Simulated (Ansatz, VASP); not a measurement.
# Pt3Pb in VASP and in Ansatz

```xyz
4
Lattice="4.0133 0.0000 0.0000 0.0000 4.0133 0.0000 0.0000 0.0000 4.0133" Properties=species:S:1:pos:R:3 pbc="T T T"
Pt    0.0000    2.0067    2.0067
Pt    2.0067    0.0000    2.0067
Pt    2.0067    2.0067    0.0000
Pb    0.0000    0.0000    0.0000
```

Alike in both runs: task single point; functional LDA; k mesh 10 × 10 × 10; occupations fermi-dirac, width 0.15 eV; no spin polarisation.

|  | VASP | Ansatz |
| --- | --- | --- |
| version | VASP 6.6.1 | Ansatz 0.2.0 |
| potentials or method | VASP PAW LDA potentials, release 64 (Pt, Pb_d), cutoff 520 eV | scalar-relativistic, plane waves, PAW |
| valence electrons in the cell | 44 | 68 |

|  | VASP | Ansatz | Ansatz less VASP |
| --- | --- | --- | --- |
| gap on the k mesh at the Fermi level (eV) | none | none | - |
| pressure (GPa) | 5.4 | 4.7 | -0.75 |

LDA's correlation is that of Perdew and Zunger in VASP and of Perdew and Wang (1992) in Ansatz. A gap of «none» marks a metal or a gap that the smearing closes. VASP's potentials hold 44 valence electrons a cell and Ansatz's 68, so a difference there can come from the potentials and not from the codes.

Neither program's run includes spin-orbit coupling.
